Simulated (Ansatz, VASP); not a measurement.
## One calculation of W, two programs

The input INCAR:

```
PREC = Accurate
ENCUT = 520
EDIFF = 1E-6
ISMEAR = -1
SIGMA = 0.1
LREAL = False
LASPH = True
NELM = 80
ALGO = Normal
ISIF = 2
LWAVE = False
LCHARG = True
LELF = True
LVHAR = True
NBANDS = 21
```

KPOINTS

```
Automatic mesh
0
Gamma
  15 15 8
```

POSCAR

```
W
1.0
    2.8079590811      0.0000000000      0.0000000000
   -1.4039795406      2.4317638970      0.0000000000
    0.0000000000      0.0000000000      4.9832780095
W
2
Direct
    0.3333333333      0.6666666667      0.2500000000
    0.6666666667      0.3333333333      0.7500000000
```

Input for Ansatz:

```yaml
crystal:
  lattice:
    - [2.8079590811, 0.0, 0.0]
    - [-1.4039795406, 2.431763897, 0.0]
    - [0.0, 0.0, 4.9832780095]
  atoms:
    - { symbol: W, position: [0.3333333333, 0.6666666667, 0.25] }
    - { symbol: W, position: [0.6666666667, 0.3333333333, 0.75] }
hamiltonian:
  xc: lda
  pseudopotentials:
    kind: paw
    azcp:
      W: "pseudopotentials/W.paw.azcp"
basis:
  ecutwfc: 420
  fft_grid_basis: typed
kpoints:
  mp_grid: { grid: [15, 15, 8], shift: [0, 0, 0] }
magnetization:
  spin_polarized: false
scf:
  occupations: { method: fermi_dirac, width: 0.1 }
  lower_state_search: "off"
output:
  stress: true
```

Alike in both runs: task single point; functional LDA; k mesh 15 × 15 × 8; occupations fermi-dirac, width 0.1 eV; no spin polarisation.

```csv
,VASP,Ansatz
version,VASP 6.6.1,Ansatz 0.2.0
potentials or method,"VASP PAW LDA potentials, release 64 (W_sv), cutoff 520 eV","plane waves (420 eV) with PAW, scalar-relativistic"
valence electrons in the cell,28,28
```

VASP gave:

```
pressure (GPa)                                                : -19.2
traceless stress, the component that is largest in VASP (GPa) : 2.06
```

**Question.** Estimate Ansatz's values.

**Answer.** Pressure (GPa): -20.5; traceless stress, the component that is largest in VASP (GPa): 2.33.

Ansatz warns that its potentials were made for another functional, while VASP's fit it. LDA's correlation is that of Perdew and Zunger in VASP and of Perdew and Wang (1992) in Ansatz.

Spin-orbit coupling is off throughout.
